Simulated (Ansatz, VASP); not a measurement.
# One calculation of GaSb, two programs

The input INCAR:

```
ALGO = Normal
EDIFF = 1E-6
ENCUT = 520
GGA = PE
ISIF = 2
ISMEAR = -1
LASPH = True
LCHARG = False
LREAL = False
LWAVE = False
NBANDS = 16
NELM = 60
PREC = Accurate
SIGMA = 0.02
```

KPOINTS

```
k-points
0
Gamma
  6 6 6
```

POSCAR

```
GaSb
1.0
    0.0000000000      3.0590000000      3.0590000000
    3.0590000000      0.0000000000      3.0590000000
    3.0590000000      3.0590000000      0.0000000000
Ga Sb
1 1
Direct
    0.0000000000      0.0000000000      0.0000000000
    0.2500000000      0.2500000000      0.2500000000
```

Input for Ansatz:

```yaml
crystal:
  lattice:
    - [0.0, 3.059, 3.059]
    - [3.059, 0.0, 3.059]
    - [3.059, 3.059, 0.0]
  atoms:
    - { symbol: Ga, position: [0.0, 0.0, 0.0] }
    - { symbol: Sb, position: [0.25, 0.25, 0.25] }
basis:
  ecutwfc: 420.0
kpoints:
  mp_grid:
    grid: [6, 6, 6]
hamiltonian:
  xc: pbe
  pseudopotentials:
    kind: paw
scf:
  occupations:
    method: fermi_dirac
    width: 0.02
output:
  stress: true
```

Alike in both runs: task single point; functional PBE; k mesh 6 × 6 × 6; occupations fermi-dirac, width 0.02 eV; no spin polarisation.

|  | VASP | Ansatz |
| --- | --- | --- |
| version | VASP 6.6.1 | Ansatz 0.2.0 |
| potentials or method | VASP PAW PBE potentials, release 64 (Ga_d, Sb), cutoff 520 eV | plane waves, PAW |
| valence electrons in the cell | 18 | 28 |

```csv
,VASP,Ansatz,Ansatz less VASP
pressure (GPa),2.4,2.4,-0.07
```

With one functional, cell and mesh, what is left measures potentials, basis and numerics. VASP's potentials hold 18 valence electrons a cell and Ansatz's 28, so a difference there can come from the potentials and not from the codes.

Neither program's run includes spin-orbit coupling.
